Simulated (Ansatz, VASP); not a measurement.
## MgS: VASP beside Ansatz

INCAR

```
SYSTEM = MgS
PREC = Accurate
ENCUT = 520
EDIFF = 1E-7
ISMEAR = 0
SIGMA = 0.02
LREAL = .FALSE.
LASPH = .TRUE.
NELM = 80
ALGO = Normal
ISIF = 2
LWAVE = .FALSE.
LCHARG = .TRUE.
GGA = PE
LELF = .TRUE.
LVHAR = .TRUE.
NBANDS = 11
```

KPOINTS

```
Automatic mesh
0
G
  8 8 8
  0 0 0
```

POSCAR

```
MgS
1.0
    0.0000000000      2.6409571171      2.6409571171
    2.6409571171      0.0000000000      2.6409571171
    2.6409571171      2.6409571171      0.0000000000
Mg S
1 1
Direct
    0.5000000000      0.5000000000      0.5000000000
    0.0000000000      0.0000000000      0.0000000000
```

Input for Ansatz:

```yaml
crystal:
  lattice:
    - [0.0, 2.6409571171, 2.6409571171]
    - [2.6409571171, 0.0, 2.6409571171]
    - [2.6409571171, 2.6409571171, 0.0]
  atoms:
    - { symbol: Mg, position: [0.5, 0.5, 0.5] }
    - { symbol: S, position: [0.0, 0.0, 0.0] }
basis:
  ecutwfc: 420
kpoints:
  mp_grid: { grid: [8, 8, 8] }
hamiltonian:
  xc: pbe
scf:
  occupations: { method: gaussian, width: 0.02 }
output:
  forces: true
  stress: true
  eigenvalues: true
```

Alike in both runs: task single point; functional PBE; k mesh 8 × 8 × 8; occupations gaussian, width 0.02 eV; no spin polarisation.

|  | VASP | Ansatz |
| --- | --- | --- |
| version | VASP 6.6.1 | Ansatz 0.2.0 |
| potentials or method | VASP PAW PBE potentials, release 64 (Mg, S), cutoff 520 eV | scalar-relativistic, plane waves, PAW |
| valence electrons in the cell | 8 | 16 |

Ansatz gave:

| Quantity | Value |
| --- | --- |
| gap on the k mesh at the Fermi level (eV) | 2.69 |
| least direct gap on the mesh (eV) | 3.38 |
| pressure (GPa) | -2.1 |

Task: Estimate VASP's values.

Result: gap on the k mesh at the Fermi level (eV): 2.68; least direct gap on the mesh (eV): 3.36; pressure (GPa): -2.4.

With one functional, cell and mesh, what is left measures potentials, basis and numerics. VASP's potentials hold 8 valence electrons a cell and Ansatz's 16, so a difference there can come from the potentials and not from the codes.
